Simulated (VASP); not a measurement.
Input of a VASP 6.6.1 run:

Contents of INCAR:

```
SYSTEM = SbS3
  PREC = Accurate
  ENCUT = 520
  EDIFF = 1E-7
  ISMEAR = 0
  SIGMA = 0.1
  LREAL = .FALSE.
  LASPH = .TRUE.
  NELM = 60
  ALGO = Normal
  ISIF = 2
  LWAVE = .FALSE.
  LCHARG = .FALSE.
  GGA = PE
  NBANDS = 20
```

File KPOINTS:

```
Automatic mesh
0
G
  6 6 2
  0 0 0
```

Contents of POSCAR:

```
SbS3
1.0
    4.0788440000      0.0000000000      0.0000000000
   -2.0394220000      3.5323825300      0.0000000000
    0.0000000000      0.0000000000      7.9384674700
Sb S
1 3
Direct
    0.0000000000      0.0000000000      0.5000000000
    0.5000000000      0.0000000000      0.5000000000
    0.0000000000      0.5000000000      0.5000000000
    0.5000000000      0.5000000000      0.5000000000
```

Potentials or basis: VASP PAW PBE potentials, release 64 (Sb, S).

The run is started by

```sh
$ cat potpaw_PBE.64/Sb/POTCAR potpaw_PBE.64/S/POTCAR > POTCAR
$ mpirun -np 1 vasp_std > vasp.out
```

Question: What does it give for the band gap on the k mesh?

Answer: Zero (an odd number of electrons rules out a gap without spin polarisation).

Question: Predict the pressure.

Answer: 98.0 GPa.

Stress tensor (GPa, compression positive):
```
147.14   0.00   0.00
  0.00 147.14   0.00
  0.00   0.00  -0.17
```

Caveat: the k points lie up to 0.40 Å⁻¹ apart, too coarse for converged energies and pressures of a metal; spin-orbit coupling is left out, which moves the levels of the heavy elements.
